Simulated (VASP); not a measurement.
# Si (Fd-3m) in VASP: notebook, part 2 of 2

VASP 6.6.1.

### Step 5. Single point, LDA

This run uses another cell than the first one, of 19.70 Å³/atom, 1.078 times its volume.

Contents of INCAR:

```
  ALGO = Normal
  EDIFF = 1E-7
  ENCUT = 520
  ISIF = 2
  ISMEAR = 0
  LASPH = True
  LCHARG = False
  LREAL = False
  LWAVE = False
  NBANDS = 11
  NELM = 60
  PREC = Accurate
  SIGMA = 0.05
```

Contents of KPOINTS:

```
k-points
0
Gamma
  12 12 12
```

Contents of POSCAR:

```
Si
1.0
    0.0000000000      2.7007989409      2.7007989409
    2.7007989409      0.0000000000      2.7007989409
    2.7007989409      2.7007989409      0.0000000000
Si
2
Direct
    0.5000000000      0.5000000000      0.5000000000
    0.7500000000      0.7500000000      0.7500000000
```

Potentials or basis: VASP PAW LDA potentials, release 64 (Si).

On the command line:

```bash
> cat potpaw_LDA.64/Si/POTCAR > POTCAR
> mpirun -np 1 vasp_std > vasp.out
```

OUTCAR:

```text
EDIFF = 1E-7
   ENCUT = 520
   ISIF = 2
   ISMEAR = 0
   LASPH = True
   LREAL = False
   NELM = 60
   PREC = Accurate

 ion  position               nearest neighbor table
   1  0.500  0.500  0.500-   2 2.34   2 2.34   2 2.34   2 2.34
   2  0.750  0.750  0.750-   1 2.34   1 2.34   1 2.34   1 2.34

  LATTYP: Found a face centered cubic cell.
 ALAT       =     5.4015978818

  Lattice vectors:

 A1 = (   0.0000000000,   2.7007989409,   2.7007989409)
 A2 = (   2.7007989409,   0.0000000000,   2.7007989409)
 A3 = (   2.7007989409,   2.7007989409,   0.0000000000)

Analysis of symmetry for initial positions (statically):
=====================================================================
 Subroutine PRICEL returns:
 Original cell was already a primitive cell.

 Routine SETGRP: Setting up the symmetry group for a
 face centered cubic supercell.

 Subroutine GETGRP returns: Found 48 space group operations
 (whereof 24 operations were pure point group operations)
 out of a pool of 48 trial point group operations.

The static configuration has the point symmetry T_d .
 The point group associated with its full space group is O_h .

Analysis of symmetry for dynamics (positions and initial velocities):
=====================================================================
 Subroutine PRICEL returns:
 Original cell was already a primitive cell.

 Routine SETGRP: Setting up the symmetry group for a
 face centered cubic supercell.

 Subroutine GETGRP returns: Found 48 space group operations
 (whereof 24 operations were pure point group operations)
 out of a pool of 48 trial point group operations.

The dynamic configuration has the point symmetry T_d .
 The point group associated with its full space group is O_h .

 Subroutine INISYM returns: Found 48 space group operations
 (whereof 24 operations are pure point group operations),
 and found     1 'primitive' translations

----------------------------------------------------------------------------------------

                                     Primitive cell

  volume of cell :      39.4010

  direct lattice vectors                    reciprocal lattice vectors
     0.000000000  2.700798941  2.700798941    -0.185130404  0.185130404  0.185130404
     2.700798941  0.000000000  2.700798941     0.185130404 -0.185130404  0.185130404
     2.700798941  2.700798941  0.000000000     0.185130404  0.185130404 -0.185130404

  length of vectors
     3.819506491  3.819506491  3.819506491     0.320655266  0.320655266  0.320655266

  position of ions in fractional coordinates (direct lattice)
     0.500000000  0.500000000  0.500000000
     0.750000000  0.750000000  0.750000000

  ion indices of the primitive-cell ions
   primitive index   ion index
                 1           1
                 2           2

----------------------------------------------------------------------------------------

 KPOINTS: k-points

Automatic generation of k-mesh.
 Grid dimensions read from file:
 generate k-points for:   12   12   12

 Generating k-lattice:

  Cartesian coordinates                     Fractional coordinates (reciprocal lattice)
    -0.015427534  0.015427534  0.015427534     0.083333333  0.000000000  0.000000000
     0.015427534 -0.015427534  0.015427534     0.000000000  0.083333333  0.000000000
     0.015427534  0.015427534 -0.015427534     0.000000000  0.000000000  0.083333333

  Length of vectors
     0.026721272  0.026721272  0.026721272

  Shift w.r.t. Gamma in fractional coordinates (k-lattice)
     0.000000000  0.000000000  0.000000000

 Subroutine IBZKPT returns following result:
 ===========================================

 Found     72 irreducible k-points:

 Following reciprocal coordinates:
            Coordinates               Weight
  0.000000  0.000000  0.000000      1.000000
  0.083333  0.000000  0.000000      8.000000
  0.166667  0.000000  0.000000      8.000000
  0.250000  0.000000  0.000000      8.000000
  0.333333  0.000000  0.000000      8.000000
  0.416667  0.000000  0.000000      8.000000
[... 16 lines left out ...]
  0.500000  0.166667  0.000000     24.000000
 -0.416667  0.166667  0.000000     24.000000
 [... further k-points ...]
   k-points           NKPTS =     72   k-points in BZ     NKDIM =     72   number of bands    NBANDS=     11
   number of dos      NEDOS =    301   number of ions     NIONS =      2
   total plane-waves  NPLWV =  21952
   dimension x,y,z NGX =    28 NGY =   28 NGZ =   28
   dimension x,y,z NGXF=    56 NGYF=   56 NGZF=   56
   ions per type =               2
   NGX,Y,Z   is equivalent  to a cutoff of  12.19, 12.19, 12.19 a.u.
   NGXF,Y,Z  is equivalent  to a cutoff of  24.37, 24.37, 24.37 a.u.
 SYSTEM =  unknown system
   PREC   = accura    normal or accurate (medium, high low for compatibility)
   ISTART =      0    job   : 0-new  1-cont  2-samecut
   ICHARG =      2    charge: 1-file 2-atom 10-const
   ISPIN  =      1    spin polarized calculation?
   LNONCOLLINEAR =      F non collinear calculations
   LSORBIT =      F    spin-orbit coupling
   LASPH  =      T    aspherical Exc in radial PAW
   ENCUT  =  520.0 eV  38.22 Ry    6.18 a.u.   7.10  7.10  7.10*2*pi/ulx,y,z
   NELM   =     60;   NELMIN=  2; NELMDL= -5     # of ELM steps
   EDIFF  = 0.1E-06   stopping-criterion for ELM
   LREAL  =      F    real-space projection
   EDIFFG = 0.1E-05   stopping-criterion for IOM
   NSW    =      0    number of steps for IOM
   IBRION =     -1    ionic relax: 0-MD 1-quasi-New 2-CG
   NFREE  =      0    steps in history (QN), initial steepest desc. (CG)
   ISIF   =      2    stress and relaxation
   ISYM   =      2    0-nonsym 1-usesym 2-fastsym
   POTIM  = 0.5000    time-step for ionic-motion
   TEBEG  =    0.0;   TEEND  =   0.0 temperature during run
   PSTRESS=    0.0 pullay stress
   NELECT =       8.0000    total number of electrons
   NUPDOWN=      -1.0000    fix difference up-down
   EMIN   =  10.00;   EMAX   =-10.00  energy-range for DOS
   EFERMI =   0.00;   METHOD = LEGACY
   ISMEAR =     0;   SIGMA  =   0.05  broadening in eV -4-tet -1-fermi 0-gaus
   EFERMI_NEDOS =   21; number of points for ismear=-14 and -15
   IALGO  =     38    algorithm
   IMIX   =      4    mixing-type and parameters
     AMIX     =   0.40;   BMIX     =  1.00
     AMIX_MAG =   1.60;   BMIX_MAG =  1.00
  volume/ion in A,a.u.               =      19.70       132.95
  Fermi-wavevector in a.u.,A,eV,Ry     =   0.962209  1.818311 12.596892  0.925845
  Thomas-Fermi vector in A             =   2.091648
   LORBIT       =      0    0 simple, 1 ext, 2 COOP (PROOUT), +10 PAW based schemes
   GGA     = CA    functional components
   LHFCALC =     F    Hartree Fock is set to
   AEXX    =    0.0000 exact exchange contribution
   IVDW    =     0    specifies the selected vdW correction
   LEPSILON=     F    determine dielectric tensor
   LRPA    =     F    only Hartree local field effects (RPA)
 non-spin polarized calculation
 Gauss-broadening in eV      SIGMA  =   0.05
  energy-cutoff  :      520.00
  volume of cell :       39.40
 maximum number of plane-waves:      1074
   NGX = 15   NGY = 15   NGZ = 15

 number of electron       8.0000001 magnetization

 Free energy of the ion-electron system (eV)
  ---------------------------------------------------
  ext. energy  EPLUGINS =         0.00000000
  ---------------------------------------------------
  free energy    TOTEN  =       -11.91974180 eV

  energy without entropy =      -11.91974180  energy(sigma->0) =      -11.91974180

 E-fermi :   6.1421     XC(G=0):  -9.6665

 val. band max:        5.9351170638   @ k =   0.0000   0.0000   0.0000
 cond. band min:       6.3768770779   @ k =   0.4167   0.4167   0.0000
 fundamental gap:      0.4417600141
 Fermi energy:         6.1420857047

 k-point     1 :       0.0000    0.0000    0.0000
  band No.  band energies     occupation
      1      -6.1327      2.00000
      2       5.9351      2.00000
      3       5.9351      2.00000
      4       5.9351      2.00000
      5       8.4662      0.00000
      6       8.4662      0.00000
      7       8.4662      0.00000
      8       9.3296      0.00000
      9      13.6713      0.00000
     10      13.6713      0.00000
     11      13.6816      0.00000
[... 309 lines left out ...]
 k-point    24 :      -0.4167    0.1667    0.0000
  band No.  band energies     occupation
      1      -3.4777      2.00000
      2      -0.9103      2.00000
      3       2.8894      2.00000
      4       4.3222      2.00000
      5       8.0437      0.00000
      6       9.9545      0.00000
      7      10.2925      0.00000
      8      13.8695      0.00000
      9      14.4270      0.00000
     10      14.7097      0.00000
     11      17.0332      0.00000

 [... further k-points ...]
[... 5 lines left out ...]
  --------------------------------------------------------------------------------------
  -------------------------------------------------------------------------------------
  Total        0.0162708      0.0162708      0.0162708      0.0000000      0.0000000      0.0000000
  in kB        0.6616255      0.6616255      0.6616255      0.0000000      0.0000000      0.0000000
  external PRESSURE =       0.6616255 kB  Pullay stress =       0.0000000 kB

 VOLUME and BASIS-vectors are now :
 -----------------------------------------------------------------------------
  energy-cutoff  :      520.00
  volume of cell :       39.40
      direct lattice vectors                 reciprocal lattice vectors
     0.000000000  2.700798941  2.700798941    -0.185130404  0.185130404  0.185130404
     2.700798941  0.000000000  2.700798941     0.185130404 -0.185130404  0.185130404
     2.700798941  2.700798941  0.000000000     0.185130404  0.185130404 -0.185130404

 POSITION                                       TOTAL-FORCE (eV/Angst)
 -----------------------------------------------------------------------------------
      2.70080      2.70080      2.70080         0.000000      0.000000      0.000000
      4.05120      4.05120      4.05120        -0.000000     -0.000000     -0.000000
 -----------------------------------------------------------------------------------
    total drift:                                0.000000      0.000000     -0.000000

  FREE ENERGIE OF THE ION-ELECTRON SYSTEM (eV)
  ---------------------------------------------------
  free  energy   TOTEN  =       -11.9197418026 eV

  energy  without entropy=      -11.9197418026  energy(sigma->0) =      -11.91974180
```

OSZICAR:

```text
N       E                     dE             d eps       ncg     rms          rms(c)
DAV:   1     0.805485747331E+01    0.80549E+01   -0.33886E+03  1584   0.594E+02
DAV:   2    -0.115717065588E+02   -0.19627E+02   -0.18825E+02  2122   0.875E+01
DAV:   3    -0.121868662949E+02   -0.61516E+00   -0.61377E+00  2069   0.139E+01
DAV:   4    -0.121913536112E+02   -0.44873E-02   -0.44866E-02  1912   0.147E+00
DAV:   5    -0.121913947785E+02   -0.41167E-04   -0.41167E-04  2020   0.131E-01    0.511E+00
DAV:   6    -0.120040672371E+02    0.18733E+00   -0.10923E-01  1799   0.131E+00    0.306E+00
DAV:   7    -0.119195861844E+02    0.84481E-01   -0.19272E-01  1822   0.179E+00    0.243E-01
DAV:   8    -0.119197623639E+02   -0.17618E-03   -0.80959E-03  1821   0.492E-01    0.830E-02
DAV:   9    -0.119197367658E+02    0.25598E-04   -0.21716E-04  1944   0.792E-02    0.632E-02
DAV:  10    -0.119197419644E+02   -0.51987E-05   -0.16168E-05  1837   0.235E-02    0.278E-02
DAV:  11    -0.119197418002E+02    0.16422E-06   -0.99385E-07  1918   0.520E-03    0.208E-03
DAV:  12    -0.119197418026E+02   -0.23570E-08   -0.21477E-08  1125   0.919E-04
   1 F= -.11919742E+02 E0= -.11919742E+02  d E =-.179850E-11
```

stdout:

```text
POSCAR found type information on POSCAR Si
 POSCAR found :  1 types and       2 ions
 scaLAPACK will be used
 LDA part: xc-table for (Slater(with rela. corr.)+CA(PZ))
 , standard interpolation
 POSCAR, INCAR and KPOINTS ok, starting setup
 FFT: planning ... GRIDC
 FFT: planning ... GRID_SOFT
 FFT: planning ... GRID
 WAVECAR not read
 entering main loop
```

Run time: 12 s. Hardware: 1 thread of Intel Xeon Platinum 8559C (Emerald Rapids), shared host; peak memory 0.14 GiB.

Results:

| Property | Result |
| --- | --- |
| Free energy | -11.9197 eV |
| Pressure | 0.1 GPa |
| Band gap on the k mesh | 0.44 eV, indirect (least direct gap 2.53 eV) |

A k mesh can miss the band edges.

### Step 6. Single point, LDA (volume 20.173 Å^3 an atom, c/a of the conventional cell 1.0000)

Contents of INCAR:

```
ALGO     = Normal         # electronic algorithm
EDIFF    = 1E-7           # SCF threshold, eV
ENCUT    = 520            # plane-wave cutoff, eV
GGA      = CA             # functional
ISIF     = 2              # what is computed and relaxed
ISMEAR   = 0              # smearing method
LASPH    = True           # aspherical terms in the spheres
LCHARG   = False          # write CHGCAR
LREAL    = False          # projectors in reciprocal space
LWAVE    = False          # write WAVECAR
NBANDS   = 11             # bands
NELM     = 80             # most SCF steps
PREC     = Accurate       # precision mode
SIGMA    = 0.05           # smearing width, eV
```

KPOINTS is that of step 5.

Contents of POSCAR:

```
Si
1.0
    0.0000000000      2.7222217286      2.7222217286
    2.7222217286      0.0000000000      2.7222217286
    2.7222217286      2.7222217286      0.0000000000
Si
2
Direct
    0.5000000000      0.5000000000      0.5000000000
    0.7500000000      0.7500000000      0.7500000000
```

Potentials or basis: VASP PAW LDA potentials, release 64 (Si).

On the command line:

```bash
> cat potpaw_LDA.64/Si/POTCAR > POTCAR
> mpirun -np 1 vasp_std > vasp.out
```

Run time: 16 s. Hardware: 1 thread of Intel Xeon Platinum 8559C (Emerald Rapids), shared host; peak memory 0.15 GiB.

It converged, with:

```yaml
Free_energy: -11.9136 eV
Pressure: -2.1 GPa
Band_gap_on_the_k_mesh: 0.48 eV, indirect (least direct gap 2.52 eV)
```

Levels at points of the mesh, in eV from the valence-band top:
| k point | band 1 | band 2 | band 3 | band 4 | band 5 | band 6 | band 7 | band 8 |
| --- | --- | --- | --- | --- | --- | --- | --- | --- |
| (0.00, 0.00, 0.00) | -11.91 | 0.00 | 0.00 | 0.00 | 2.52 | 2.52 | 2.52 | 3.12 |
| (0.50, 0.00, 0.00) | -9.59 | -6.96 | -1.19 | -1.19 | 1.40 | 3.29 | 3.29 | 7.50 |
| (0.50, 0.50, 0.00) | -7.79 | -7.79 | -2.83 | -2.83 | 0.62 | 0.62 | 9.91 | 9.91 |

Caveat: the cell differs from its parent crystal (volume 20.173 Å^3 an atom, c/a of the conventional cell 1.0000). A k mesh can miss the band edges.

### Step 7. Summary

```tsv
cell	gap on the mesh (eV)	pressure (GPa)
a = 3.726 Å, angles 60.0°, 2 atoms	0.30	8.5
a = 3.757 Å, angles 60.0°, 2 atoms	0.35	5.4
a = 3.789 Å, angles 60.0°, 2 atoms	0.40	2.5
a = 3.820 Å, angles 60.0°, 2 atoms	0.44	0.1
a = 3.850 Å, angles 60.0°, 2 atoms	0.48	-2.1
```

Alike in all rows: task single point; level LDA; potentials or basis VASP PAW LDA potentials, release 64 (Si); no spin polarisation; k mesh 12 × 12 × 12; cutoff (eV) 520; smearing gaussian 0.05 eV.

Total energies depend on the potentials used, so only differences within one code and one set of settings carry meaning.
